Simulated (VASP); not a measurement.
# Sn8HSe8 (a cell with a defect) in VASP: a series of runs

The runs below take Sn8HSe8 (a cell with a defect) through single point, relaxation of the atoms, with PBEsol.

Program: VASP 6.6.1. These are calculated values, not measurements. Logs are shortened: lines on timing, memory, paths and dates and some standing lists are left out, and cuts for length are marked.

### 1 The cell of the first run

The cell holds a defect, 17 atoms: a = 8.514 Å, b = 8.514 Å, c = 8.514 Å, α = 60.00°, β = 60.00°, γ = 60.00°.

### 2 Single point, PBEsol

Input file INCAR:

```
ALGO = Normal
EDIFF = 1E-6
ENCUT = 400
GGA = PS
GGA_COMPAT = False
ISIF = 2
ISMEAR = -1
LASPH = True
LCHARG = False
LREAL = False
LWAVE = False
NBANDS = 94
NELECT = 160.0
NELM = 120
PREC = Accurate
SIGMA = 0.02
```

Input file KPOINTS:

```
k-points
0
Gamma
  2 2 2
```

Input file POSCAR:

```
Sn8HSe8
1.0
    0.0000000000      6.0200000000      6.0200000000
    6.0200000000      0.0000000000      6.0200000000
    6.0200000000      6.0200000000      0.0000000000
Sn Se H
8 8 1
Direct
    0.0000000000      0.0000000000      0.0000000000
    0.0000000000      0.0000000000      0.5000000000
    0.0000000000      0.5000000000      0.0000000000
    0.0000000000      0.5000000000      0.5000000000
    0.5000000000      0.0000000000      0.0000000000
    0.5000000000      0.0000000000      0.5000000000
    0.5000000000      0.5000000000      0.0000000000
    0.5000000000      0.5000000000      0.5000000000
    0.2500000000      0.2500000000      0.2500000000
    0.2500000000      0.2500000000      0.7500000000
    0.2500000000      0.7500000000      0.2500000000
    0.2500000000      0.7500000000      0.7500000000
    0.7500000000      0.2500000000      0.2500000000
    0.7500000000      0.2500000000      0.7500000000
    0.7500000000      0.7500000000      0.2500000000
    0.7500000000      0.7500000000      0.7500000000
    0.1250000000      0.1250000000      0.1250000000
```

Potentials or basis: VASP PAW PBE potentials, release 64 (Sn_d, Se, H).

Run with:

```
cat potpaw_PBE.64/Sn_d/POTCAR potpaw_PBE.64/Se/POTCAR potpaw_PBE.64/H/POTCAR > POTCAR
mpirun -np 1 vasp_std > vasp.out
```

OUTCAR:

```text
EDIFF = 1E-6
   ENCUT = 400
   GGA = PS
   ISIF = 2
   ISMEAR = -1
   LASPH = True
   LREAL = False
   NELECT = 160.0
   NELM = 120
   PREC = Accurate

 ion  position               nearest neighbor table
   1  0.000  0.000  0.000-  10 3.01  11 3.01  12 3.01  13 3.01  14 3.01  15 3.01
   2  0.000  0.000  0.500-   9 3.01  11 3.01  12 3.01  13 3.01  14 3.01  16 3.01
   3  0.000  0.500  0.000-   9 3.01  10 3.01  12 3.01  13 3.01  15 3.01  16 3.01
   4  0.000  0.500  0.500-   9 3.01  10 3.01  11 3.01  14 3.01  15 3.01  16 3.01
   5  0.500  0.000  0.000-   9 3.01  10 3.01  11 3.01  14 3.01  15 3.01  16 3.01
   6  0.500  0.000  0.500-   9 3.01  10 3.01  12 3.01  13 3.01  15 3.01  16 3.01
[... 8 lines left out ...]
  15  0.750  0.750  0.250-   1 3.01   3 3.01   4 3.01   5 3.01   6 3.01   8 3.01
  16  0.750  0.750  0.750-   2 3.01   3 3.01   4 3.01   5 3.01   6 3.01   7 3.01
  17  0.125  0.125  0.125-

  LATTYP: Found a face centered cubic cell.
 ALAT       =    12.0400000000

  Lattice vectors:

 A1 = (   0.0000000000,   6.0200000000,   6.0200000000)
 A2 = (   6.0200000000,   0.0000000000,   6.0200000000)
 A3 = (   6.0200000000,   6.0200000000,   0.0000000000)

Analysis of symmetry for initial positions (statically):
=====================================================================
 Subroutine PRICEL returns:
 Original cell was already a primitive cell.

 Routine SETGRP: Setting up the symmetry group for a
 face centered cubic supercell.

 Subroutine GETGRP returns: Found 24 space group operations
 (whereof  6 operations were pure point group operations)
 out of a pool of 48 trial point group operations.

The static configuration has the point symmetry C_3v.
 The point group associated with its full space group is T_d .

Analysis of symmetry for dynamics (positions and initial velocities):
=====================================================================
 Subroutine PRICEL returns:
 Original cell was already a primitive cell.

 Routine SETGRP: Setting up the symmetry group for a
 face centered cubic supercell.

 Subroutine GETGRP returns: Found 24 space group operations
 (whereof  6 operations were pure point group operations)
 out of a pool of 48 trial point group operations.

The dynamic configuration has the point symmetry C_3v.
 The point group associated with its full space group is T_d .

 Subroutine INISYM returns: Found 24 space group operations
 (whereof  6 operations are pure point group operations),
 and found     1 'primitive' translations

----------------------------------------------------------------------------------------

                                     Primitive cell

  volume of cell :     436.3344

  direct lattice vectors                    reciprocal lattice vectors
     0.000000000  6.020000000  6.020000000    -0.083056478  0.083056478  0.083056478
     6.020000000  0.000000000  6.020000000     0.083056478 -0.083056478  0.083056478
     6.020000000  6.020000000  0.000000000     0.083056478  0.083056478 -0.083056478

  length of vectors
     8.513565645  8.513565645  8.513565645     0.143858040  0.143858040  0.143858040

  position of ions in fractional coordinates (direct lattice)
     0.000000000  0.000000000  0.000000000
     0.000000000  0.000000000  0.500000000
     0.000000000  0.500000000  0.000000000
     0.000000000  0.500000000  0.500000000
     0.500000000  0.000000000  0.000000000
     0.500000000  0.000000000  0.500000000
[... 9 lines left out ...]
     0.750000000  0.750000000  0.750000000
     0.125000000  0.125000000  0.125000000

  ion indices of the primitive-cell ions
   primitive index   ion index
                 1           1
                 2           2
                 3           3
                 4           4
                 5           5
                 6           6
[... 9 lines left out ...]
                16          16
                17          17

----------------------------------------------------------------------------------------

 KPOINTS: k-points

Automatic generation of k-mesh.
 Grid dimensions read from file:
 generate k-points for:    2    2    2

 Generating k-lattice:

  Cartesian coordinates                     Fractional coordinates (reciprocal lattice)
    -0.041528239  0.041528239  0.041528239     0.500000000  0.000000000  0.000000000
     0.041528239 -0.041528239  0.041528239     0.000000000  0.500000000  0.000000000
     0.041528239  0.041528239 -0.041528239     0.000000000  0.000000000  0.500000000

  Length of vectors
     0.071929020  0.071929020  0.071929020

  Shift w.r.t. Gamma in fractional coordinates (k-lattice)
     0.000000000  0.000000000  0.000000000

 Subroutine IBZKPT returns following result:
 ===========================================

 Found      3 irreducible k-points:

 Following reciprocal coordinates:
            Coordinates               Weight
  0.000000  0.000000  0.000000      1.000000
  0.500000  0.000000  0.000000      4.000000
  0.500000  0.500000  0.000000      3.000000
   k-points           NKPTS =      3   k-points in BZ     NKDIM =      3   number of bands    NBANDS=     94
   number of dos      NEDOS =    301   number of ions     NIONS =     17
   total plane-waves  NPLWV = 175616
   dimension x,y,z NGX =    56 NGY =   56 NGZ =   56
   dimension x,y,z NGXF=   112 NGYF=  112 NGZF=  112
   ions per type =               8   8   1
   NGX,Y,Z   is equivalent  to a cutoff of  10.94, 10.94, 10.94 a.u.
   NGXF,Y,Z  is equivalent  to a cutoff of  21.87, 21.87, 21.87 a.u.
 SYSTEM =  unknown system
   PREC   = accura    normal or accurate (medium, high low for compatibility)
   ISTART =      0    job   : 0-new  1-cont  2-samecut
   ICHARG =      2    charge: 1-file 2-atom 10-const
   ISPIN  =      1    spin polarized calculation?
   LNONCOLLINEAR =      F non collinear calculations
   LSORBIT =      F    spin-orbit coupling
   LASPH  =      T    aspherical Exc in radial PAW
   ENCUT  =  400.0 eV  29.40 Ry    5.42 a.u.  13.88 13.88 13.88*2*pi/ulx,y,z
   NELM   =    120;   NELMIN=  2; NELMDL= -5     # of ELM steps
   EDIFF  = 0.1E-05   stopping-criterion for ELM
   LREAL  =      F    real-space projection
   EDIFFG = 0.1E-04   stopping-criterion for IOM
   NSW    =      0    number of steps for IOM
   IBRION =     -1    ionic relax: 0-MD 1-quasi-New 2-CG
   NFREE  =      0    steps in history (QN), initial steepest desc. (CG)
   ISIF   =      2    stress and relaxation
   ISYM   =      2    0-nonsym 1-usesym 2-fastsym
   POTIM  = 0.5000    time-step for ionic-motion
   TEBEG  =    0.0;   TEEND  =   0.0 temperature during run
   PSTRESS=    0.0 pullay stress
   NELECT =     160.0000    total number of electrons
   NUPDOWN=      -1.0000    fix difference up-down
   EMIN   =  10.00;   EMAX   =-10.00  energy-range for DOS
   EFERMI =   0.00;   METHOD = LEGACY
   ISMEAR =    -1;   SIGMA  =   0.02  broadening in eV -4-tet -1-fermi 0-gaus
   EFERMI_NEDOS =   21; number of points for ismear=-14 and -15
   IALGO  =     38    algorithm
   IMIX   =      4    mixing-type and parameters
     AMIX     =   0.40;   BMIX     =  1.00
     AMIX_MAG =   1.60;   BMIX_MAG =  1.00
  volume/ion in A,a.u.               =      25.67       173.21
  Fermi-wavevector in a.u.,A,eV,Ry     =   1.171768  2.214321 18.681350  1.373040
  Thomas-Fermi vector in A             =   2.308207
   LORBIT       =      0    0 simple, 1 ext, 2 COOP (PROOUT), +10 PAW based schemes
   GGA     = PS    functional components
   LHFCALC =     F    Hartree Fock is set to
   AEXX    =    0.0000 exact exchange contribution
   IVDW    =     0    specifies the selected vdW correction
   LEPSILON=     F    determine dielectric tensor
   LRPA    =     F    only Hartree local field effects (RPA)
 non-spin polarized calculation
  energy-cutoff  :      400.00
  volume of cell :      436.33
 maximum number of plane-waves:      7954
 NGX is ok and might be reduce to    56
   NGX = 27   NGY = 27   NGZ = 27

 number of electron     159.9999974 magnetization

 Free energy of the ion-electron system (eV)
  ---------------------------------------------------
  ext. energy  EPLUGINS =         0.00000000
  ---------------------------------------------------
  free energy    TOTEN  =       -79.30477747 eV

  energy without entropy =      -79.30135696  energy(sigma->0) =      -79.30306722

 E-fermi :   5.4858     XC(G=0):  -9.8054

 val. band max:        5.4111296646   @ k =   0.0000   0.0000   0.0000
 cond. band min:       5.5664277693   @ k =   0.5000   0.0000   0.0000
 fundamental gap:      0.1552981048
 Fermi energy:         5.4858420438

 k-point     1 :       0.0000    0.0000    0.0000
  band No.  band energies     occupation
      1     -16.0807      2.00000
      2     -16.0807      2.00000
      3     -16.0807      2.00000
      4     -16.0647      2.00000
      5     -16.0632      2.00000
      6     -16.0632      2.00000
[... 84 lines left out ...]
     91       6.7228      0.00000
     92       6.7228      0.00000

 k-point     2 :       0.5000    0.0000    0.0000
  band No.  band energies     occupation
      1     -16.0737      2.00000
      2     -16.0709      2.00000
      3     -16.0709      2.00000
      4     -16.0676      2.00000
      5     -16.0676      2.00000
      6     -16.0630      2.00000
[... 84 lines left out ...]
     91       8.1337      0.00000
     92       8.1337      0.00000

 k-point     3 :       0.5000    0.5000    0.0000
  band No.  band energies     occupation
      1     -16.0720      2.00000
      2     -16.0720      2.00000
      3     -16.0677      2.00000
      4     -16.0676      2.00000
      5     -16.0606      2.00000
      6     -16.0606      2.00000
[... 84 lines left out ...]
     91       7.2043      0.00000
     92       7.5344      0.00000
 [bands above 92 left out]

------------------------ aborting loop because EDIFF is reached ----------------------------------------

  FORCE on cell =-STRESS in cart. coord.  units (eV):
  Direction    XX          YY          ZZ          XY          YZ          ZX
  --------------------------------------------------------------------------------------
  -------------------------------------------------------------------------------------
  Total      -20.2683744    -20.2683744    -20.2683744      0.0000000      0.0000000      0.0000000
  in kB      -74.4234899    -74.4234899    -74.4234899      0.0000000      0.0000000      0.0000000
  external PRESSURE =     -74.4234899 kB  Pullay stress =       0.0000000 kB

 VOLUME and BASIS-vectors are now :
 -----------------------------------------------------------------------------
  energy-cutoff  :      400.00
  volume of cell :      436.33
      direct lattice vectors                 reciprocal lattice vectors
     0.000000000  6.020000000  6.020000000    -0.083056478  0.083056478  0.083056478
     6.020000000  0.000000000  6.020000000     0.083056478 -0.083056478  0.083056478
     6.020000000  6.020000000  0.000000000     0.083056478  0.083056478 -0.083056478

 POSITION                                       TOTAL-FORCE (eV/Angst)
 -----------------------------------------------------------------------------------
      0.00000      0.00000      0.00000        -0.001236     -0.001236     -0.001236
      3.01000      3.01000      0.00000         0.001236      0.001236     -0.001236
      3.01000      0.00000      3.01000         0.001236     -0.001236      0.001236
      6.02000      3.01000      3.01000        -0.004900      0.004900      0.004900
      0.00000      3.01000      3.01000        -0.001236      0.001236      0.001236
      3.01000      6.02000      3.01000         0.004900     -0.004900      0.004900
[... 9 lines left out ...]
      9.03000      9.03000      9.03000         0.002098      0.002098      0.002098
      1.50500      1.50500      1.50500         0.000000      0.000000      0.000000
 -----------------------------------------------------------------------------------
    total drift:                               -0.000000     -0.000000     -0.000000

  FREE ENERGIE OF THE ION-ELECTRON SYSTEM (eV)
  ---------------------------------------------------
  free  energy   TOTEN  =       -79.3047774720 eV

  energy  without entropy=      -79.3013569618  energy(sigma->0) =      -79.30306722
```

It took 1.9 min on 1 thread of AMD EPYC 7R13 (Zen 3), shared host; peak memory 0.39 GiB.

What came out:

```yaml
Free_energy: -79.3048 eV
Largest_force: 0.016 eV/Å
```

Forces on the atoms (eV/Å):
```
Sn  -0.001 -0.001 -0.001
Sn   0.001  0.001 -0.001
Sn   0.001 -0.001  0.001
Sn  -0.005  0.005  0.005
Sn  -0.001  0.001  0.001
Sn   0.005 -0.005  0.005
Sn   0.005  0.005 -0.005
Sn  -0.005 -0.005 -0.005
Se   0.009  0.009  0.009
Se  -0.009 -0.009  0.009
Se  -0.009  0.009 -0.009
Se   0.002 -0.002 -0.002
Se   0.009 -0.009 -0.009
Se  -0.002  0.002 -0.002
Se  -0.002 -0.002  0.002
Se   0.002  0.002  0.002
H    0.000  0.000  0.000
```

Levels at points of the mesh, in eV from the Fermi level:
```tsv
k point	band 76	band 77	band 78	band 79	band 80	band 81	band 82	band 83	band 84	band 85
(0.00, 0.00, 0.00)	-2.00	-2.00	-0.07	-0.07	-0.07	0.38	0.52	0.52	0.52	1.14
(0.50, 0.00, 0.00)	-2.19	-2.15	-2.15	-1.21	-1.06	0.08	2.07	2.20	2.35	2.35
(0.50, 0.50, 0.00)	-0.88	-0.88	-0.68	-0.65	-0.65	0.28	1.04	1.14	1.14	1.42
```

Caveat: the k points lie up to 0.45 Å⁻¹ apart; the cell carries a net charge on a neutralising background, which shifts energy and pressure; the cell is charged against a uniform background, so pressure and absolute levels hang on convention; the PAW data sets were made with another functional, which shifts forces and pressure a little; spin-orbit coupling is left out, which moves the levels of the heavy elements.

### 3 Relaxation of the atoms, PBEsol

Input file INCAR:

```
PREC     = Accurate       # precision mode
ENCUT    = 450            # plane-wave cutoff, eV
EDIFF    = 1E-7           # SCF threshold, eV
ISMEAR   = -1             # smearing method
SIGMA    = 0.02           # smearing width, eV
LREAL    = F              # projectors in reciprocal space
LASPH    = T              # aspherical terms in the spheres
NELM     = 120            # most SCF steps
ALGO     = Normal         # electronic algorithm
ISIF     = 2              # what is computed and relaxed
LWAVE    = F              # write WAVECAR
LCHARG   = F              # write CHGCAR
GGA      = PS             # functional
IBRION   = 2              # ionic algorithm
NSW      = 60             # ionic steps
EDIFFG   = -0.03          # ionic threshold
NELECT   = 160.0        
GGA_COMPAT= F            
NELMIN   = 4
```

Input file KPOINTS:

```
Automatic mesh
0
Gamma
  2 2 2
```

POSCAR is that of step 2.

Potentials or basis: VASP PAW PBE potentials, release 64 (Sn_d, Se, H).

Run with:

```
cat potpaw_PBE.64/Sn_d/POTCAR potpaw_PBE.64/Se/POTCAR potpaw_PBE.64/H/POTCAR > POTCAR
mpirun -np 1 vasp_std > vasp.out
```

Wall time 3.5 min (1 thread of Intel Xeon Platinum 8259CL at 2.50GHz (Skylake/Cascade Lake), shared host); peak memory 0.51 GiB.

It converged, with:

```yaml
Free_energy: -79.3086 eV
Largest_force_after_relaxing: 0.016 eV/Å
```

Forces on the atoms (eV/Å):
```
Sn  -0.001 -0.001 -0.001
Sn   0.001  0.001 -0.001
Sn   0.001 -0.001  0.001
Sn  -0.005  0.005  0.005
Sn  -0.001  0.001  0.001
Sn   0.005 -0.005  0.005
Sn   0.005  0.005 -0.005
Sn  -0.005 -0.005 -0.005
Se   0.009  0.009  0.009
Se  -0.009 -0.009  0.009
Se  -0.009  0.009 -0.009
Se   0.002 -0.002 -0.002
Se   0.009 -0.009 -0.009
Se  -0.002  0.002 -0.002
Se  -0.002 -0.002  0.002
Se   0.002  0.002  0.002
H    0.000  0.000  0.000
```

Final structure:
```cif
data_structure
_symmetry_space_group_name_H-M 'P 1'
_symmetry_Int_Tables_number 1
_cell_length_a 8.5136
_cell_length_b 8.5136
_cell_length_c 8.5136
_cell_angle_alpha 60.000
_cell_angle_beta 60.000
_cell_angle_gamma 60.000
_cell_volume 436.33
loop_
_atom_site_label
_atom_site_type_symbol
_atom_site_fract_x
_atom_site_fract_y
_atom_site_fract_z
_atom_site_occupancy
Sn1 Sn 0.00000 0.00000 0.00000 1
Sn2 Sn 0.00000 0.00000 0.50000 1
Sn3 Sn 0.00000 0.50000 0.00000 1
Sn4 Sn 0.00000 0.50000 0.50000 1
Sn5 Sn 0.50000 0.00000 0.00000 1
Sn6 Sn 0.50000 0.00000 0.50000 1
Sn7 Sn 0.50000 0.50000 0.00000 1
Sn8 Sn 0.50000 0.50000 0.50000 1
Se1 Se 0.25000 0.25000 0.25000 1
Se2 Se 0.25000 0.25000 0.75000 1
Se3 Se 0.25000 0.75000 0.25000 1
Se4 Se 0.25000 0.75000 0.75000 1
Se5 Se 0.75000 0.25000 0.25000 1
Se6 Se 0.75000 0.25000 0.75000 1
Se7 Se 0.75000 0.75000 0.25000 1
Se8 Se 0.75000 0.75000 0.75000 1
H1 H 0.12500 0.12500 0.12500 1
```

Levels at points of the mesh, in eV from the Fermi level:
```tsv
k point	band 76	band 77	band 78	band 79	band 80	band 81	band 82	band 83	band 84	band 85
(0.00, 0.00, 0.00)	-2.00	-2.00	-0.07	-0.07	-0.07	0.38	0.52	0.52	0.52	1.14
(0.50, 0.00, 0.00)	-2.19	-2.15	-2.15	-1.21	-1.06	0.08	2.07	2.20	2.35	2.35
(0.50, 0.50, 0.00)	-0.88	-0.88	-0.68	-0.65	-0.65	0.28	1.04	1.14	1.14	1.42
```

Caveat: the k points lie up to 0.45 Å⁻¹ apart; the cell carries a net charge on a neutralising background, which shifts energy and pressure; the cell is charged against a uniform background, so pressure and absolute levels hang on convention; the relaxation stopped at its first step, so nothing moved; the PAW data sets were made with another functional, which shifts forces and pressure a little; spin-orbit coupling is left out, which moves the levels of the heavy elements.
